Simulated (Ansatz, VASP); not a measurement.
**Two plane-wave programs on Si15Ge**

File INCAR:

```
PREC     = Accurate       # precision mode
ENCUT    = 520            # plane-wave cutoff, eV
EDIFF    = 1E-6           # SCF threshold, eV
ISMEAR   = 0              # smearing method
SIGMA    = 0.02           # smearing width, eV
LREAL    = Auto         
LASPH    = T              # aspherical terms in the spheres
NELM     = 80             # most SCF steps
ALGO     = Normal         # electronic algorithm
ISIF     = 2              # what is computed and relaxed
LWAVE    = F              # write WAVECAR
LCHARG   = F              # write CHGCAR
GGA      = PS             # functional
NBANDS   = 51             # bands
```

KPOINTS

```
Automatic mesh
0
Gamma
  6 6 6
```

The input POSCAR:

```
Si15Ge
1.0
    0.0000000000      5.4463349585      5.4463349585
    5.4463349585      0.0000000000      5.4463349585
    5.4463349585      5.4463349585      0.0000000000
Ge Si
1 15
Direct
    0.3750000000      0.3750000000      0.3750000000
    0.3750211148      0.3750211148      0.8749788852
    0.3750211148      0.8749788852      0.3750211148
    0.3750211148      0.8749788852      0.8749788852
    0.8749788852      0.3750211148      0.3750211148
    0.8749788852      0.3750211148      0.8749788852
    0.8749788852      0.8749788852      0.3750211148
    0.8750000000      0.8750000000      0.8750000000
    0.2486452903      0.2486452903      0.2486452903
    0.2486452903      0.2486452903      0.7540641291
    0.2486452903      0.7540641291      0.2486452903
    0.2498609404      0.7500463532      0.7500463532
    0.7540641291      0.2486452903      0.2486452903
    0.7500463532      0.2498609404      0.7500463532
    0.7500463532      0.7500463532      0.2498609404
    0.7500463532      0.7500463532      0.7500463532
```

Input for Ansatz:

```yaml
crystal:
  lattice:
    - [0.0, 5.4463349585, 5.4463349585]
    - [5.4463349585, 0.0, 5.4463349585]
    - [5.4463349585, 5.4463349585, 0.0]
  atoms:
    - { symbol: Ge, position: [0.375, 0.375, 0.375] }
    - { symbol: Si, position: [0.3750211148, 0.3750211148, 0.8749788852] }
    - { symbol: Si, position: [0.3750211148, 0.8749788852, 0.3750211148] }
    - { symbol: Si, position: [0.3750211148, 0.8749788852, 0.8749788852] }
    - { symbol: Si, position: [0.8749788852, 0.3750211148, 0.3750211148] }
    - { symbol: Si, position: [0.8749788852, 0.3750211148, 0.8749788852] }
    - { symbol: Si, position: [0.8749788852, 0.8749788852, 0.3750211148] }
    - { symbol: Si, position: [0.875, 0.875, 0.875] }
    - { symbol: Si, position: [0.2486452903, 0.2486452903, 0.2486452903] }
    - { symbol: Si, position: [0.2486452903, 0.2486452903, 0.7540641291] }
    - { symbol: Si, position: [0.2486452903, 0.7540641291, 0.2486452903] }
    - { symbol: Si, position: [0.2498609404, 0.7500463532, 0.7500463532] }
    - { symbol: Si, position: [0.7540641291, 0.2486452903, 0.2486452903] }
    - { symbol: Si, position: [0.7500463532, 0.2498609404, 0.7500463532] }
    - { symbol: Si, position: [0.7500463532, 0.7500463532, 0.2498609404] }
    - { symbol: Si, position: [0.7500463532, 0.7500463532, 0.7500463532] }
basis:
  ecutwfc: 420
kpoints:
  mp_grid: { grid: [6, 6, 6] }
  band_path: { path: [[0.0, 0.0, 0.0], [0.05, 0.0, 0.0]], npoints: 1 }
hamiltonian:
  xc: pbesol
scf:
  occupations: { method: gaussian, width: 0.02 }
  n_extra_bands: 11
output:
  forces: true
  stress: true
  eigenvalues: true
  write_density: true
  write_potential: true
  elf: true
  volumetric_format: npy
```

Alike in both runs: task single point; functional PBEsol; k mesh 6 × 6 × 6; occupations gaussian, width 0.02 eV; no spin polarisation.

|  | VASP | Ansatz |
| --- | --- | --- |
| version | VASP 6.6.1 | Ansatz 0.2.0 |
| potentials or method | VASP PAW PBE potentials, release 64 (Ge_d, Si), cutoff 520 eV | scalar-relativistic, plane waves, PAW |
| valence electrons in the cell | 74 | 74 |

VASP gave:

```
gap on the k mesh at the Fermi level (eV) : 0.40
least direct gap on the mesh (eV)         : 0.40
pressure (GPa)                            : 0.1
```

**Question.** Which values does Ansatz return?

**Answer.** gap on the k mesh at the Fermi level (eV): 0.41; least direct gap on the mesh (eV): 0.41; pressure (GPa): 0.0.

VASP's potentials were made for PBE, not for PBEsol. With one functional, cell and mesh, what is left measures potentials, basis and numerics.
